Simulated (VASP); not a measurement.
Write the native input for VASP 6.6.1 that does the following.

```yaml
Task: single point
Functional: PBEsol
Potentials_or_basis: VASP PAW PBE potentials, release 64 (Ag)
Cutoff: 520 eV
k_mesh: 11 × 11 × 11
Occupations: fermi-dirac, width 0.05 eV
Spin: non-collinear spin, zero start, spin-orbit coupling
Starting_moments: "[[0.0, 0.0, 0.0]] μB"
Dipole_correction: no
Further_INCAR_settings: ALGO = Normal; EDIFF = 1e-06; NBANDS = 22
```

The structure of Ag lies in POSCAR:

```
Ag
1.0
    0.0000000000      2.0427500000      2.0427500000
    2.0427500000      0.0000000000      2.0427500000
    2.0427500000      2.0427500000      0.0000000000
Ag
1
Direct
    0.0000000000      0.0000000000      0.0000000000
```

The input as run:

INCAR

```
SYSTEM = Ag
  ALGO = Normal
  EDIFF = 1E-6
  ENCUT = 520
  GGA = PS
  GGA_COMPAT = .False.
  ISIF = 2
  ISMEAR = -1
  LASPH = .True.
  LCHARG = .True.
  LMAXMIX = 4
  LNONCOLLINEAR = .True.
  LORBIT = 11
  LORBMOM = .True.
  LREAL = .False.
  LSORBIT = .True.
  LVHAR = .True.
  LWAVE = .False.
  MAGMOM = 0 0 0
  NBANDS = 22
  NELM = 150
  PREC = Accurate
  SIGMA = 0.05
```

KPOINTS

```
k-points
0
Gamma
  11 11 11
  0 0 0
```

Potentials or basis: VASP PAW PBE potentials, release 64 (Ag).

Command:

```bash
$ cat potpaw_PBE.64/Ag/POTCAR > POTCAR
$ mpirun -np 1 vasp_ncl > vasp.out
```

Results of the run:

| Quantity | Value |
| --- | --- |
| Pressure | -3.2 GPa |
| Net moment | 0.00 μB per cell |
| Valence electrons inside the program's atomic spheres | Ag 9.86 |

Caveat: the PAW data sets were made with another functional, which shifts forces and pressure a little.

Run time: 2.1 min on 1 thread of AMD EPYC 7R13, on a shared host, peak memory 0.18 GiB.
